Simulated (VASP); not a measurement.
# SiHg (R-3m) in VASP: single point with PBE

Aim: the single point of SiHg with PBE.

Everything below comes from runs of VASP 6.6.1. Logs are shortened: lines on timing, memory, paths and dates and some standing lists are left out, and cuts for length are marked.

## (1) The cell of the first run

It takes space group R-3m (No. 166, trigonal). The conventional cell has a = 3.188 Å, b = 3.188 Å, c = 28.809 Å, α = 90.00°, β = 90.00°, γ = 120.00°. Within 3.9 Å of Si (site symmetry 3m) lie 3 Hg at 2.96 Å and 9 Si at 3.01 to 3.19 Å. Hg (site symmetry 3m) has 3 Si at 2.96 Å and 9 Hg at 3.17 to 3.19 Å within 3.9 Å.

## (2) Single point, PBE

INCAR

```
SYSTEM = SiHg
  PREC = Accurate
  ENCUT = 520
  EDIFF = 1E-6
  ISMEAR = -1
  SIGMA = 0.1
  LREAL = .False.
  LASPH = .True.
  NELM = 80
  ALGO = Normal
  ISIF = 2
  LWAVE = .False.
  LCHARG = .False.
  GGA = PE
  NBANDS = 24
```

KPOINTS

```
regular mesh
0
Gamma
  10 10 10
  0 0 0
```

POSCAR

```
SiHg
1.0
    3.1884690000      0.0000000000      0.0000000000
   -1.5942350000      2.7613100000      0.0000000000
   -1.5942350000      0.9204370000      9.6029020000
Si Hg
2 2
Direct
    0.3745700000      0.6254300000      0.1237100000
    0.6254300000      0.3745700000      0.8762900000
    0.8782000000      0.1218000000      0.6346000000
    0.1218000000      0.8782000000      0.3654000000
```

Potentials or basis: VASP PAW PBE potentials, release 64 (Si, Hg).

Launch:

```sh
cat potpaw_PBE.64/Si/POTCAR potpaw_PBE.64/Hg/POTCAR > POTCAR
mpirun -np 1 vasp_std > vasp.out
```

OUTCAR:

```text
SYSTEM = SiHg
   PREC = Accurate
   ENCUT = 520
   EDIFF = 1E-6
   ISMEAR = -1
   LREAL = .False.
   LASPH = .True.
   NELM = 80
   ISIF = 2
   GGA = PE

 ion  position               nearest neighbor table
   1  0.375  0.625  0.124-   4 2.96   4 2.96   4 2.96   2 3.01   2 3.01   2 3.01
   2  0.625  0.375  0.876-   3 2.96   3 2.96   3 2.96   1 3.01   1 3.01   1 3.01
   3  0.878  0.122  0.635-   2 2.96   2 2.96   2 2.96   4 3.17   4 3.17   4 3.17
   4  0.122  0.878  0.365-   1 2.96   1 2.96   1 2.96   3 3.17   3 3.17   3 3.17

  LATTYP: Found a trigonal (rhomboedric) cell.
 ALAT       =     9.7777562011
 COS(alpha) =     0.9468308754

  Lattice vectors:

 A1 = (  -1.5942350000,   0.9204370000,   9.6029020000)
 A2 = (   0.0000000000,  -1.8408730000,   9.6029020000)
 A3 = (   1.5942340000,   0.9204370000,   9.6029020000)

Analysis of symmetry for initial positions (statically):
=====================================================================
 Subroutine PRICEL returns:
 Original cell was already a primitive cell.

 Routine SETGRP: Setting up the symmetry group for a
 trigonal (rhombohedral) supercell.

 Subroutine GETGRP returns: Found 12 space group operations
 (whereof 12 operations were pure point group operations)
 out of a pool of 12 trial point group operations.

The static configuration has the point symmetry D_3d.

Analysis of symmetry for dynamics (positions and initial velocities):
=====================================================================
 Subroutine PRICEL returns:
 Original cell was already a primitive cell.

 Routine SETGRP: Setting up the symmetry group for a
 trigonal (rhombohedral) supercell.

 Subroutine GETGRP returns: Found 12 space group operations
 (whereof 12 operations were pure point group operations)
 out of a pool of 12 trial point group operations.

The dynamic configuration has the point symmetry D_3d.

 Subroutine INISYM returns: Found 12 space group operations
 (whereof 12 operations are pure point group operations),
 and found     1 'primitive' translations

----------------------------------------------------------------------------------------

                                     Primitive cell

  volume of cell :      84.5473

  direct lattice vectors                    reciprocal lattice vectors
     3.188469000  0.000000000  0.000000000     0.313630147  0.181073533  0.034711734
    -1.594235000  2.761310000  0.000000000     0.000000000  0.362146952 -0.034711742
    -1.594235000  0.920437000  9.602902000     0.000000000  0.000000000  0.104135187

  length of vectors
     3.188469000  3.188482108  9.777756201     0.363808188  0.363806707  0.104135187

  position of ions in fractional coordinates (direct lattice)
     0.374570000  0.625430000  0.123710000
     0.625430000  0.374570000  0.876290000
     0.878200000  0.121800000  0.634600000
     0.121800000  0.878200000  0.365400000

  ion indices of the primitive-cell ions
   primitive index   ion index
                 1           1
                 2           2
                 3           3
                 4           4

----------------------------------------------------------------------------------------

 KPOINTS: regular mesh

Automatic generation of k-mesh.
 Grid dimensions read from file:
 generate k-points for:   10   10   10

 Generating k-lattice:

  Cartesian coordinates                     Fractional coordinates (reciprocal lattice)
     0.031363015  0.018107353  0.003471173     0.100000000  0.000000000  0.000000000
     0.000000000  0.036214695 -0.003471174     0.000000000  0.100000000  0.000000000
     0.000000000  0.000000000  0.010413519     0.000000000  0.000000000  0.100000000

  Length of vectors
     0.036380819  0.036380671  0.010413519

  Shift w.r.t. Gamma in fractional coordinates (k-lattice)
     0.000000000  0.000000000  0.000000000

 Subroutine IBZKPT returns following result:
 ===========================================

 Found    116 irreducible k-points:

 Following reciprocal coordinates:
            Coordinates               Weight
  0.000000  0.000000  0.000000      1.000000
  0.100000  0.000000  0.000000      6.000000
  0.200000  0.000000  0.000000      6.000000
  0.300000 -0.000000 -0.000000      6.000000
  0.400000  0.000000  0.000000      6.000000
  0.500000  0.000000  0.000000      3.000000
[... 16 lines left out ...]
  0.300000  0.300000  0.000000      6.000000
  0.400000  0.300000  0.000000     12.000000
 [... further k-points ...]
   k-points           NKPTS =    116   k-points in BZ     NKDIM =    116   number of bands    NBANDS=     24
   number of dos      NEDOS =    301   number of ions     NIONS =      4
   total plane-waves  NPLWV =  46080
   dimension x,y,z NGX =    24 NGY =   24 NGZ =   80
   dimension x,y,z NGXF=    48 NGYF=   48 NGZF=  160
   ions per type =               2   2
   NGX,Y,Z   is equivalent  to a cutoff of  12.51, 12.51, 13.60 a.u.
   NGXF,Y,Z  is equivalent  to a cutoff of  25.03, 25.03, 27.20 a.u.
 SYSTEM =  SiHg
   PREC   = accura    normal or accurate (medium, high low for compatibility)
   ISTART =      0    job   : 0-new  1-cont  2-samecut
   ICHARG =      2    charge: 1-file 2-atom 10-const
   ISPIN  =      1    spin polarized calculation?
   LNONCOLLINEAR =      F non collinear calculations
   LSORBIT =      F    spin-orbit coupling
   LASPH  =      T    aspherical Exc in radial PAW
   ENCUT  =  520.0 eV  38.22 Ry    6.18 a.u.   5.93  5.93 18.18*2*pi/ulx,y,z
   NELM   =     80;   NELMIN=  2; NELMDL= -5     # of ELM steps
   EDIFF  = 0.1E-05   stopping-criterion for ELM
   LREAL  =      F    real-space projection
   EDIFFG = 0.1E-04   stopping-criterion for IOM
   NSW    =      0    number of steps for IOM
   IBRION =     -1    ionic relax: 0-MD 1-quasi-New 2-CG
   NFREE  =      0    steps in history (QN), initial steepest desc. (CG)
   ISIF   =      2    stress and relaxation
   ISYM   =      2    0-nonsym 1-usesym 2-fastsym
   POTIM  = 0.5000    time-step for ionic-motion
   TEBEG  =    0.0;   TEEND  =   0.0 temperature during run
   PSTRESS=    0.0 pullay stress
   NELECT =      32.0000    total number of electrons
   NUPDOWN=      -1.0000    fix difference up-down
   EMIN   =  10.00;   EMAX   =-10.00  energy-range for DOS
   EFERMI =   0.00;   METHOD = LEGACY
   ISMEAR =    -1;   SIGMA  =   0.10  broadening in eV -4-tet -1-fermi 0-gaus
   EFERMI_NEDOS =   21; number of points for ismear=-14 and -15
   IALGO  =     38    algorithm
   IMIX   =      4    mixing-type and parameters
     AMIX     =   0.40;   BMIX     =  1.00
     AMIX_MAG =   1.60;   BMIX_MAG =  1.00
  volume/ion in A,a.u.               =      21.14       142.64
  Fermi-wavevector in a.u.,A,eV,Ry     =   1.184199  2.237813 19.079837  1.402328
  Thomas-Fermi vector in A             =   2.320419
   LORBIT       =      0    0 simple, 1 ext, 2 COOP (PROOUT), +10 PAW based schemes
   GGA     = PE    functional components
   LHFCALC =     F    Hartree Fock is set to
   AEXX    =    0.0000 exact exchange contribution
   IVDW    =     0    specifies the selected vdW correction
   LEPSILON=     F    determine dielectric tensor
   LRPA    =     F    only Hartree local field effects (RPA)
 non-spin polarized calculation
  energy-cutoff  :      520.00
  volume of cell :       84.55
 maximum number of plane-waves:      2299
   NGX = 11   NGY = 11   NGZ = 37

 number of electron      32.0000000 magnetization

 Free energy of the ion-electron system (eV)
  ---------------------------------------------------
  ext. energy  EPLUGINS =         0.00000000
  ---------------------------------------------------
  free energy    TOTEN  =        -8.94259444 eV

  energy without entropy =       -8.88865576  energy(sigma->0) =       -8.91562510

 E-fermi :   4.7722     XC(G=0): -10.5935

 val. band max:        4.7599895843   @ k =  -0.3000   0.2000   0.0000
 cond. band min:       4.7728793572   @ k =   0.5000   0.0000   0.1000
 fundamental gap:      0.0128897729
 Fermi energy:         4.7721808144

 k-point     1 :       0.0000    0.0000    0.0000
  band No.  band energies     occupation
      1      -6.3214      2.00000
      2      -4.6634      2.00000
      3      -3.8430      2.00000
      4      -3.3970      2.00000
      5      -2.5173      2.00000
      6      -2.5172      2.00000
[... 16 lines left out ...]
     23      14.5555      0.00000
     24      14.5557      0.00000

 k-point     2 :       0.1000    0.0000    0.0000
  band No.  band energies     occupation
      1      -6.1333      2.00000
      2      -4.5047      2.00000
      3      -3.6192      2.00000
      4      -3.2981      2.00000
      5      -2.5793      2.00000
      6      -2.5126      2.00000
[... 16 lines left out ...]
     23      14.3411      0.00000
     24      14.9228      0.00000

 k-point     3 :       0.2000    0.0000    0.0000
  band No.  band energies     occupation
      1      -5.5847      2.00000
      2      -4.0790      2.00000
      3      -3.1813      2.00000
      4      -3.1028      2.00000
      5      -2.6246      2.00000
      6      -2.5837      2.00000
[... 16 lines left out ...]
     23      12.2316      0.00000
     24      13.3929      0.00000

 k-point     4 :       0.3000   -0.0000   -0.0000
  band No.  band energies     occupation
      1      -4.7420      2.00000
      2      -3.6017      2.00000
      3      -3.2158      2.00000
      4      -3.0886      2.00000
      5      -2.7677      2.00000
      6      -2.2935      2.00000
[... 16 lines left out ...]
     23      10.9605      0.00000
     24      12.4709      0.00000

 k-point     5 :       0.4000    0.0000    0.0000
  band No.  band energies     occupation
      1      -3.9081      2.00000
      2      -3.4546      2.00000
      3      -3.3280      2.00000
      4      -2.9643      2.00000
      5      -2.8127      2.00000
      6      -2.3393      2.00000
[... 16 lines left out ...]
     23      10.3049      0.00000
     24      11.2930      0.00000

 k-point     6 :       0.5000    0.0000    0.0000
  band No.  band energies     occupation
      1      -3.6286      2.00000
      2      -3.5533      2.00000
      3      -3.3876      2.00000
      4      -2.8514      2.00000
      5      -2.3647      2.00000
      6      -2.3509      2.00000
[... 16 lines left out ...]
     23      10.0509      0.00000
     24      11.8069      0.00000
[... 379 lines left out ...]
 k-point    21 :      -0.3000    0.2000    0.0000
  band No.  band energies     occupation
      1      -5.0381      2.00000
      2      -3.8512      2.00000
      3      -3.0351      2.00000
      4      -2.8952      2.00000
      5      -2.6475      2.00000
      6      -2.6320      2.00000
[... 16 lines left out ...]
     23      11.8227      0.00000
     24      12.8223      0.00000

 k-point    22 :      -0.2000    0.2000   -0.0000
  band No.  band energies     occupation
      1      -5.5693      2.00000
      2      -4.1712      2.00000
      3      -3.1920      2.00000
      4      -2.9794      2.00000
      5      -2.6277      2.00000
      6      -2.5959      2.00000
[... 16 lines left out ...]
     23      12.5838      0.00000
     24      13.0120      0.00000

 k-point    23 :       0.3000    0.3000    0.0000
  band No.  band energies     occupation
      1      -3.2496      2.00000
      2      -3.0283      2.00000
      3      -2.8464      2.00000
      4      -2.6666      2.00000
      5      -2.6487      2.00000
      6      -2.4477      2.00000
[... 16 lines left out ...]
     23       8.5148      0.00000
     24      11.5048      0.00000

 k-point    24 :       0.4000    0.3000    0.0000
  band No.  band energies     occupation
      1      -3.2236      2.00000
      2      -3.0750      2.00000
      3      -2.8430      2.00000
      4      -2.6657      2.00000
      5      -2.6518      2.00000
      6      -2.4641      2.00000
[... 16 lines left out ...]
     23       9.4729      0.00000
     24      10.1996      0.00000

 [... further k-points ...]
[... 5 lines left out ...]
  --------------------------------------------------------------------------------------
  -------------------------------------------------------------------------------------
  Total       -0.5810085     -0.5810147     -1.3136140      0.0000001     -0.0000000      0.0000000
  in kB      -11.0101484    -11.0102668    -24.8930716      0.0000020     -0.0000009      0.0000009
  external PRESSURE =     -15.6378289 kB  Pullay stress =       0.0000000 kB

 VOLUME and BASIS-vectors are now :
 -----------------------------------------------------------------------------
  energy-cutoff  :      520.00
  volume of cell :       84.55
      direct lattice vectors                 reciprocal lattice vectors
     3.188469000  0.000000000  0.000000000     0.313630147  0.181073533  0.034711734
    -1.594235000  2.761310000  0.000000000     0.000000000  0.362146952 -0.034711742
    -1.594235000  0.920437000  9.602902000     0.000000000  0.000000000  0.104135187

 POSITION                                       TOTAL-FORCE (eV/Angst)
 -----------------------------------------------------------------------------------
     -0.00000      1.84087      1.18798         0.000000     -0.000000     -1.081502
     -0.00000      1.84087      8.41493        -0.000000      0.000000      1.081502
      1.59423      0.92044      6.09400        -0.000000      0.000000      0.047888
     -1.59424      2.76131      3.50890         0.000000     -0.000000     -0.047888
 -----------------------------------------------------------------------------------
    total drift:                                0.000000     -0.000000     -0.000000

  FREE ENERGIE OF THE ION-ELECTRON SYSTEM (eV)
  ---------------------------------------------------
  free  energy   TOTEN  =        -8.9425944411 eV

  energy  without entropy=       -8.8886557572  energy(sigma->0) =       -8.91562510
```

Wall time 4.6 min (1 thread of Intel Xeon 8259CL, shared host); peak memory 0.34 GiB.

What came out:

* Free energy: -8.9426 eV
* Pressure: -1.6 GPa
* Largest force: 1.082 eV/Å
* Band gap on the k mesh: zero (bands 16 and 17 overlap by 5.86 eV)

Forces in eV/Å, atoms in the order of the input:
```
Si   0.000  0.000 -1.082
Si   0.000  0.000  1.082
Hg   0.000  0.000  0.048
Hg   0.000  0.000 -0.048
```

Caveat: spin-orbit coupling is left out, which moves the levels of the heavy elements; forces of over 1 eV/Å act on the atoms, so gaps and moduli don't describe the material at rest.
